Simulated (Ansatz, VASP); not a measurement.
Two plane-wave programs on TeP2

```xyz
3
Lattice="3.6953 0.0000 0.0000 0.0000 3.6953 0.0000 0.0000 0.0000 5.0350" Properties=species:S:1:pos:R:3 pbc="T T T"
Te    0.0000    0.0000    0.0000
P     1.8476    1.8476    1.4849
P     1.8476    1.8476    3.5501
```

Change from the starting cell: species swapped into the Ga2Cu type (P4/mmm, No. 123).

Alike in both runs: functional PBE; k mesh 12 × 12 × 10; occupations gaussian, width 0.1 eV; no spin polarisation.

Ansatz relaxed the structure, and its values are those at the end. VASP's run is a single point on that final structure, the one shown.

```csv
,VASP,Ansatz
version,VASP 6.6.1,Ansatz 0.2.0
potentials or method,"VASP PAW PBE potentials, release 64 (Te, P), cutoff 520 eV","scalar-relativistic, plane waves, PAW"
valence electrons in the cell,16,26
```

Ansatz gave:

* gap on the k mesh at the Fermi level (eV): none
* pressure (GPa): 0.0
* rms of the force components (eV/Å): 0.000

Task: Estimate VASP's values.

Result: gap on the k mesh at the Fermi level (eV): none; pressure (GPa): -0.2; rms of the force components (eV/Å): 0.023.

A gap of «none» marks a metal or a gap that the smearing closes. VASP's potentials hold 16 valence electrons a cell and Ansatz's 26, so a difference there can come from the potentials and not from the codes.

Neither program's run includes spin-orbit coupling.
